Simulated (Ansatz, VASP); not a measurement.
Si7Mo: VASP beside Ansatz

```
Si Mo
1.0
     0.00000    3.82142    3.82142
     3.82142    0.00000    3.82142
     3.82142    3.82142    0.00000
Si Mo
7 1
Cartesian
  3.8214 1.9107 1.9107
  1.9107 3.8214 1.9107
  3.8214 3.8214 3.8214
  1.9107 1.9107 0.0000
  0.0000 1.9107 1.9107
  1.9107 0.0000 1.9107
  1.9107 1.9107 3.8214
  0.0000 0.0000 0.0000
```

Alike in both runs: functional PBE; k mesh 8 × 8 × 8; occupations gaussian, width 0.1 eV; no spin polarisation.

Ansatz relaxed the structure, and its values are those at the end. VASP's run is a single point on that final structure, the one shown.

|  | VASP | Ansatz |
| --- | --- | --- |
| version | VASP 6.6.1 | Ansatz 0.2.0 |
| potentials or method | VASP PAW PBE potentials, release 64 (Si, Mo_sv), cutoff 520 eV | scalar-relativistic, plane waves, PAW |
| valence electrons in the cell | 42 | 42 |

```tsv
	VASP	Ansatz	Ansatz less VASP
gap on the k mesh at the Fermi level (eV)	none	none	-
pressure (GPa)	0.0	0.0	-0.02
```

A gap of «none» marks a metal or a gap that the smearing closes. The functional is the same, so the differences come from potentials, cutoffs and numerics.
